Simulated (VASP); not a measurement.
# SrVO3 (Pm-3m) in VASP: a series of runs

SrVO3 is run at these levels: r2SCAN+U; tasks: single point.

Everything below comes from runs of VASP 6.6.1. Logs are shortened: lines on timing, memory, paths and dates and some standing lists are left out, and cuts for length are marked.

## 1. The cell of the first run

The structure is cubic, space group Pm-3m (No. 221). The conventional cell has a = 3.841 Å, b = 3.841 Å, c = 3.841 Å, α = 90.00°, β = 90.00°, γ = 90.00°. Sr (site symmetry m-3m) has 12 O at 2.72 Å and 8 V at 3.33 Å within 3.6 Å. Within 2.5 Å of V (site symmetry m-3m) lie 6 O at 1.92 Å. O (site symmetry 4/mmm) has 2 V at 1.92 Å within 2.5 Å.

## 2. Single point, r2SCAN+U, collinear spin, ferromagnetic start

Input file POSCAR:

```
SrVO3
1.0
    3.8408994000      0.0000000000      0.0000000000
    0.0000000000      3.8408994000      0.0000000000
    0.0000000000      0.0000000000      3.8408994000
Sr V O
1 1 3
Direct
    0.5000000000      0.5000000000      0.5000000000
    0.0000000000      0.0000000000      0.0000000000
    0.5000000000      0.0000000000      0.0000000000
    0.0000000000      0.5000000000      0.0000000000
    0.0000000000      0.0000000000      0.5000000000
```

Input file INCAR.step1:

```
SYSTEM = SrVO3
PREC = Accurate
ENCUT = 520
ISMEAR = 0
SIGMA = 0.05
LREAL = .False.
LASPH = .True.
NELM = 150
ISPIN = 2
MAGMOM = 0 1 0 0 0
LMAXMIX = 4
LDAU = .True.
LDAUTYPE = 2
LDAUL = -1 2 -1
LDAUU = 0 4 0
LDAUJ = 0 0 0
NBANDS = 32
GGA = PE
ALGO = Normal
EDIFF = 1E-4
LWAVE = .True.
LCHARG = .False.
```

Input file INCAR.step2:

```
SYSTEM = SrVO3
PREC = Accurate
ENCUT = 520
EDIFF = 1E-6
ISMEAR = 0
SIGMA = 0.05
LREAL = .False.
LASPH = .True.
NELM = 150
ALGO = Normal
ISIF = 2
LWAVE = .False.
LCHARG = .True.
ISPIN = 2
MAGMOM = 0 1 0 0 0
LORBIT = 11
LMAXMIX = 4
LDAU = .True.
LDAUTYPE = 2
LDAUL = -1 2 -1
LDAUU = 0 4 0
LDAUJ = 0 0 0
LDAUPRINT = 1
METAGGA = R2SCAN
LMIXTAU = .True.
LELF = .True.
LVHAR = .True.
NBANDS = 32
ISTART = 1
```

Input file KPOINTS:

```
Automatic mesh
0
Gamma
  5 5 5
  0 0 0
```

Potentials or basis: VASP PAW PBE potentials, release 64 (Sr_sv, V_sv, O).

Command:

```sh
$ cat potpaw_PBE.64/Sr_sv/POTCAR potpaw_PBE.64/V_sv/POTCAR potpaw_PBE.64/O/POTCAR > POTCAR
$ cp INCAR.step1 INCAR
$ mpirun -np 1 vasp_std > vasp.out
$ cp INCAR.step2 INCAR
$ mpirun -np 1 vasp_std > vasp.out
```

OUTCAR:

```text
SYSTEM = SrVO3
   PREC = Accurate
   ENCUT = 520
   EDIFF = 1E-6
   ISMEAR = 0
   LREAL = .False.
   LASPH = .True.
   NELM = 150
   ISIF = 2
   ISPIN = 2
   LORBIT = 11
   METAGGA = R2SCAN
   ISTART = 1

 ion  position               nearest neighbor table
   1  0.500  0.500  0.500-   3 2.72   4 2.72   5 2.72   3 2.72   4 2.72   3 2.72   5 2.72   3 2.72
                             4 2.72   5 2.72   4 2.72   5 2.72   2 3.33   2 3.33   2 3.33   2 3.33
   2  0.000  0.000  0.000-   3 1.92   4 1.92   5 1.92   5 1.92   4 1.92   3 1.92   1 3.33   1 3.33
                             1 3.33   1 3.33   1 3.33   1 3.33   1 3.33   1 3.33
   3  0.500  0.000  0.000-   2 1.92   2 1.92   1 2.72   1 2.72   1 2.72   1 2.72
   4  0.000  0.500  0.000-   2 1.92   2 1.92   1 2.72   1 2.72   1 2.72   1 2.72
   5  0.000  0.000  0.500-   2 1.92   2 1.92   1 2.72   1 2.72   1 2.72   1 2.72

  LATTYP: Found a simple cubic cell.
 ALAT       =     3.8408994000

  Lattice vectors:

 A1 = (   3.8408994000,   0.0000000000,   0.0000000000)
 A2 = (   0.0000000000,   3.8408994000,   0.0000000000)
 A3 = (   0.0000000000,   0.0000000000,   3.8408994000)

Analysis of symmetry for initial positions (statically):
=====================================================================
 Subroutine PRICEL returns:
 Original cell was already a primitive cell.

 Routine SETGRP: Setting up the symmetry group for a
 simple cubic supercell.

 Subroutine GETGRP returns: Found 48 space group operations
 (whereof 48 operations were pure point group operations)
 out of a pool of 48 trial point group operations.

The static configuration has the point symmetry O_h .

Analysis of symmetry for dynamics (positions and initial velocities):
=====================================================================
 Subroutine PRICEL returns:
 Original cell was already a primitive cell.

 Routine SETGRP: Setting up the symmetry group for a
 simple cubic supercell.

 Subroutine GETGRP returns: Found 48 space group operations
 (whereof 48 operations were pure point group operations)
 out of a pool of 48 trial point group operations.

The dynamic configuration has the point symmetry O_h .

Analysis of structural, dynamic, and magnetic symmetry:
=====================================================================
 Subroutine PRICEL returns:
 Original cell was already a primitive cell.

 Routine SETGRP: Setting up the symmetry group for a
 simple cubic supercell.

 Subroutine GETGRP returns: Found 48 space group operations
[... 168 lines left out ...]
  o =  0.4641  v =  0.0000 -0.8125 -0.0000  0.5830  0.0000  0.0000  0.0000  0.0000  0.0000  0.0000      0.0000  0.0000  0.0000  0.0000  0.0000  0.0000  0.0000  0.0000  0.0000  0.0000

 number of electron      41.0000017 magnetization       1.0000000

 Free energy of the ion-electron system (eV)
  ---------------------------------------------------
  ext. energy  EPLUGINS =         0.00000000
  ---------------------------------------------------
  free energy    TOTEN  =       -58.70345372 eV

  energy without entropy =      -58.69994333  energy(sigma->0) =      -58.70169853

 E-fermi :   5.5798     XC(G=0): -12.2688

 val. band max:        5.5618854562   @ k =   0.4000   0.2000   0.2000
 cond. band min:       6.1010858376   @ k =   0.4000   0.4000   0.0000
 fundamental gap:      0.5392003814
 Fermi energy:         5.5798334353

 spin component 1

 k-point     1 :       0.0000    0.0000    0.0000
  band No.  band energies     occupation
      1     -63.6001      1.00000
      2     -36.2809      1.00000
      3     -36.2809      1.00000
      4     -36.2809      1.00000
      5     -29.5830      1.00000
      6     -14.6585      1.00000
[... 339 lines left out ...]
     31      16.3142      0.00000
     32      19.6076      0.00000
 Fermi energy:         5.5798334353

 spin component 2

 k-point     1 :       0.0000    0.0000    0.0000
  band No.  band energies     occupation
      1     -61.9905      1.00000
      2     -34.6760      1.00000
      3     -34.6760      1.00000
      4     -34.6760      1.00000
      5     -29.5858      1.00000
      6     -14.7745      1.00000
[... 339 lines left out ...]
     31      16.3637      0.00000
     32      19.6278      0.00000

------------------------ aborting loop because EDIFF is reached ----------------------------------------

  FORCE on cell =-STRESS in cart. coord.  units (eV):
  Direction    XX          YY          ZZ          XY          YZ          ZX
  --------------------------------------------------------------------------------------
  -------------------------------------------------------------------------------------
  Total        1.8107238      1.8107238      1.8107238      0.0000000      0.0000000      0.0000000
  in kB       51.1992963     51.1992963     51.1992963      0.0000000      0.0000000      0.0000000
  external PRESSURE =      51.1992963 kB  Pullay stress =       0.0000000 kB

 VOLUME and BASIS-vectors are now :
 -----------------------------------------------------------------------------
  energy-cutoff  :      520.00
  volume of cell :       56.66
      direct lattice vectors                 reciprocal lattice vectors
     3.840899400  0.000000000  0.000000000     0.260355686  0.000000000  0.000000000
     0.000000000  3.840899400  0.000000000     0.000000000  0.260355686  0.000000000
     0.000000000  0.000000000  3.840899400     0.000000000  0.000000000  0.260355686

 POSITION                                       TOTAL-FORCE (eV/Angst)
 -----------------------------------------------------------------------------------
      1.92045      1.92045      1.92045         0.000000      0.000000      0.000000
      0.00000      0.00000      0.00000         0.000000      0.000000      0.000000
      1.92045      0.00000      0.00000         0.000000      0.000000      0.000000
      0.00000      1.92045      0.00000         0.000000      0.000000      0.000000
      0.00000      0.00000      1.92045         0.000000      0.000000      0.000000
 -----------------------------------------------------------------------------------
    total drift:                                0.000000     -0.000000      0.000000

  FREE ENERGIE OF THE ION-ELECTRON SYSTEM (eV)
  ---------------------------------------------------
  free  energy   TOTEN  =       -58.7034537221 eV

  energy  without entropy=      -58.6999433343  energy(sigma->0) =      -58.70169853

 total charge

# of ion       s       p       d       tot
------------------------------------------
    1        2.000   5.892   0.203   8.095
    2        2.284   6.354   2.788  11.426
    3        1.568   3.531   0.000   5.100
    4        1.568   3.531   0.000   5.100
    5        1.568   3.531   0.000   5.100
--------------------------------------------------
tot          8.989  22.840   2.991  34.820

 magnetization (x)

# of ion       s       p       d       tot
------------------------------------------
    1       -0.000  -0.002   0.002  -0.000
    2        0.011   0.013   1.178   1.202
    3       -0.002  -0.079   0.000  -0.081
    4       -0.002  -0.079   0.000  -0.081
    5       -0.002  -0.079   0.000  -0.081
--------------------------------------------------
tot          0.004  -0.225   1.180   0.960
```

OSZICAR.step1:

```text
N       E                     dE             d eps       ncg     rms          rms(c)
DAV:   1     0.374171726790E+03    0.37417E+03   -0.21660E+04  1280   0.134E+03
DAV:   2    -0.239829061615E+02   -0.39815E+03   -0.38311E+03  1560   0.386E+02
DAV:   3    -0.458103176429E+02   -0.21827E+02   -0.21629E+02  1656   0.946E+01
DAV:   4    -0.464429790716E+02   -0.63266E+00   -0.63133E+00  1832   0.109E+01
DAV:   5    -0.464517220304E+02   -0.87430E-02   -0.87427E-02  1544   0.111E+00    0.381E+01
DAV:   6    -0.364809318214E+02    0.99708E+01   -0.46927E+01  1416   0.575E+01    0.169E+01
DAV:   7    -0.358053054759E+02    0.67563E+00   -0.13884E+01  1392   0.331E+01    0.158E+01
DAV:   8    -0.353951816965E+02    0.41012E+00   -0.13194E+00  1536   0.104E+01    0.497E+00
DAV:   9    -0.354406975355E+02   -0.45516E-01   -0.16874E-01  1560   0.303E+00    0.232E+00
DAV:  10    -0.354025440432E+02    0.38153E-01   -0.89739E-02  1408   0.282E+00    0.689E-01
DAV:  11    -0.354014470984E+02    0.10969E-02   -0.16507E-02  1560   0.107E+00    0.338E-01
DAV:  12    -0.354010952643E+02    0.35183E-03   -0.22474E-03  1512   0.310E-01    0.163E-01
DAV:  13    -0.354011618505E+02   -0.66586E-04   -0.14121E-04   976   0.802E-02
   1 F= -.35401162E+02 E0= -.35399444E+02  d E =-.343504E-02  mag=     0.9999
```

Wall time 71 s (1 thread of Intel Xeon Platinum 8559C (Emerald Rapids), shared host); peak memory 0.21 GiB.

What came out:

```yaml
Free_energy: -58.7035 eV
Pressure: 5.1 GPa
Band_gap_on_the_k_mesh: zero (filled and empty bands overlap)
Net_moment: 1.00 μB per cell
Site_moments: Sr -0.00; V +1.20; O -0.08 μB
Valence_electrons_inside_the_program's_atomic_spheres: Sr 8.10; V 11.43; O 5.10
```

Eigenvalues of the final occupation matrices:
```
    site  spin  trace               eigenvalues
site 2 d     1   2.00  0.30 0.30 0.46 0.46 0.46
site 2 d     2   0.82  0.09 0.09 0.09 0.28 0.28
```

Caveat: the cell stands under pressure; the PAW data sets were made with another functional, which shifts forces and pressure a little. The state reached can hang on the start; a lower one may exist.

## 3. Single point, r2SCAN+U, collinear spin, ferromagnetic start

POSCAR is that of step 2.

Input file INCAR.step1:

```
PREC = Accurate ; ENCUT = 520
ISMEAR = 0 ; SIGMA = 0.05
LREAL = F ; LASPH = T
NELM = 150 ; ISPIN = 2
MAGMOM = 0 1.13 -0.12 -0.12 -0.12 ; LMAXMIX = 4
LDAU = T ; LDAUTYPE = 2
LDAUL = -1 2 -1 ; LDAUU = 0 4 0
LDAUJ = 0 0 0 ; NBANDS = 32
GGA = PE ; ALGO = Normal
EDIFF = 1E-4 ; LWAVE = T
LCHARG = F
```

Input file INCAR.step2:

```
PREC = Accurate ; ENCUT = 520
EDIFF = 1E-6 ; ISMEAR = 0
SIGMA = 0.05 ; LREAL = F
LASPH = T ; NELM = 150
ALGO = Normal ; ISIF = 2
LWAVE = F ; LCHARG = T
ISPIN = 2 ; MAGMOM = 0 1.13 -0.12 -0.12 -0.12
LORBIT = 11 ; LMAXMIX = 4
LDAU = T ; LDAUTYPE = 2
LDAUL = -1 2 -1 ; LDAUU = 0 4 0
LDAUJ = 0 0 0 ; LDAUPRINT = 1
METAGGA = R2SCAN ; LMIXTAU = T
LELF = T ; LVHAR = T
NBANDS = 32 ; ISTART = 1
```

Input file KPOINTS:

```
Automatic mesh
0
Gamma
  5 5 5
```

Potentials or basis: VASP PAW PBE potentials, release 64 (Sr_sv, V_sv, O).

Command:

```sh
$ cat potpaw_PBE.64/Sr_sv/POTCAR potpaw_PBE.64/V_sv/POTCAR potpaw_PBE.64/O/POTCAR > POTCAR
$ cp INCAR.step1 INCAR
$ mpirun -np 1 vasp_std > vasp.out
$ cp INCAR.step2 INCAR
$ mpirun -np 1 vasp_std > vasp.out
```

Wall time 71 s (1 thread of Intel Xeon Platinum 8559C (Emerald Rapids), shared host); peak memory 0.21 GiB.

Results (log left out):

* Free energy: -58.7035 eV
* Pressure: 5.1 GPa
* Band gap on the k mesh: zero (filled and empty bands overlap)
* Net moment: 1.00 μB per cell
* Site moments: Sr -0.00; V +1.20; O -0.08 μB
* Valence electrons inside the program's atomic spheres: Sr 8.10; V 11.43; O 5.10

Levels at points of the mesh, in eV from the Fermi level:
Spin up:
| k point | band 17 | band 18 | band 19 | band 20 | band 21 | band 22 | band 23 | band 24 | band 25 | band 26 |
| --- | --- | --- | --- | --- | --- | --- | --- | --- | --- | --- |
| (0.00, 0.00, 0.00) | -2.70 | -1.86 | -1.86 | -1.86 | -1.41 | -1.41 | -1.41 | 2.00 | 2.00 | 4.60 |
Spin down:
| k point | band 16 | band 17 | band 18 | band 19 | band 20 | band 21 | band 22 | band 23 | band 24 | band 25 |
| --- | --- | --- | --- | --- | --- | --- | --- | --- | --- | --- |
| (0.00, 0.00, 0.00) | -2.89 | -2.89 | -2.04 | -2.04 | -2.04 | 1.75 | 1.75 | 1.75 | 2.81 | 2.81 |

Eigenvalues of the final occupation matrices:
```
    site  spin  trace               eigenvalues
site 2 d     1   2.00  0.30 0.30 0.46 0.46 0.46
site 2 d     2   0.82  0.09 0.09 0.09 0.28 0.28
```

Caveat: the cell stands under pressure; the PAW data sets were made with another functional, which shifts forces and pressure a little. The state reached can hang on the start; a lower one may exist.

## 4. Single point, r2SCAN+U, collinear spin, ferromagnetic start

POSCAR is that of step 3.

Input file INCAR.step1:

```
SYSTEM = SrVO3
ALGO = Normal ; EDIFF = 1E-4
ENCUT = 520 ; GGA = PE
ISMEAR = 0 ; ISPIN = 2
LASPH = .TRUE. ; LCHARG = .FALSE.
LDAU = .TRUE. ; LDAUJ = 0 0 0
LDAUL = -1 2 -1 ; LDAUTYPE = 2
LDAUU = 0 4 0 ; LMAXMIX = 4
LREAL = .FALSE. ; LWAVE = .TRUE.
MAGMOM = 0 0.91 0.02 0.02 -0.07 ; NBANDS = 32
NELM = 150 ; PREC = Accurate
SIGMA = 0.05
```

Input file INCAR.step2:

```
SYSTEM = SrVO3
ALGO = Normal ; EDIFF = 1E-6
ENCUT = 520 ; ISIF = 2
ISMEAR = 0 ; ISPIN = 2
ISTART = 1 ; LASPH = .TRUE.
LCHARG = .FALSE. ; LDAU = .TRUE.
LDAUJ = 0 0 0 ; LDAUL = -1 2 -1
LDAUPRINT = 1 ; LDAUTYPE = 2
LDAUU = 0 4 0 ; LMAXMIX = 4
LMIXTAU = .TRUE. ; LORBIT = 11
LREAL = .FALSE. ; LWAVE = .FALSE.
MAGMOM = 0 0.91 0.02 0.02 -0.07 ; METAGGA = R2SCAN
NBANDS = 32 ; NELM = 150
PREC = Accurate ; SIGMA = 0.05
```

Input file KPOINTS:

```
k-points
0
G
  5 5 5
  0 0 0
```

Command:

```sh
$ cat potpaw_PBE.64/Sr_sv/POTCAR potpaw_PBE.64/V_sv/POTCAR potpaw_PBE.64/O/POTCAR > POTCAR
$ cp INCAR.step1 INCAR
$ mpirun -np 1 vasp_std > vasp.out
$ cp INCAR.step2 INCAR
$ mpirun -np 1 vasp_std > vasp.out
```

It took 1.9 min on 1 thread of Intel Xeon Platinum 8559C (Emerald Rapids), shared host; peak memory 0.23 GiB.

It converged, with:

* Free energy: -58.7045 eV
* Pressure: 5.1 GPa
* Band gap on the k mesh: zero (filled and empty bands overlap)
* Net moment: 1.00 μB per cell
* Site moments: Sr -0.00; V +1.20; O -0.08 μB
* Valence electrons inside the program's atomic spheres: Sr 8.10; V 11.43; O 5.10

Stress tensor (GPa, compression positive):
```
5.22 0.00 0.00
0.00 5.22 0.00
0.00 0.00 4.94
```

Levels at points of the mesh, in eV from the Fermi level:
Spin up:
```csv
k point,band 17,band 18,band 19,band 20,band 21,band 22,band 23,band 24,band 25,band 26
"(0.00, 0.00, 0.00)",-2.73,-1.90,-1.89,-1.89,-1.56,-1.39,-1.39,1.93,2.00,4.57
```
Spin down:
| k point | band 17 | band 18 | band 19 | band 20 | band 21 | band 22 | band 23 | band 24 |
| --- | --- | --- | --- | --- | --- | --- | --- | --- |
| (0.00, 0.00, 0.00) | -2.92 | -2.07 | -2.06 | -2.06 | 1.70 | 1.70 | 1.76 | 2.77 |

Eigenvalues of the final occupation matrices:
| site | spin | trace | eigenvalues |
| --- | --- | --- | --- |
| site 2 d | 1 | 2.00 | 0.30 0.31 0.45 0.45 0.49 |
| site 2 d | 2 | 0.82 | 0.09 0.09 0.09 0.28 0.28 |

Caveat: the cell stands under pressure; the PAW data sets were made with another functional, which shifts forces and pressure a little.

[end of part 1 of 2]
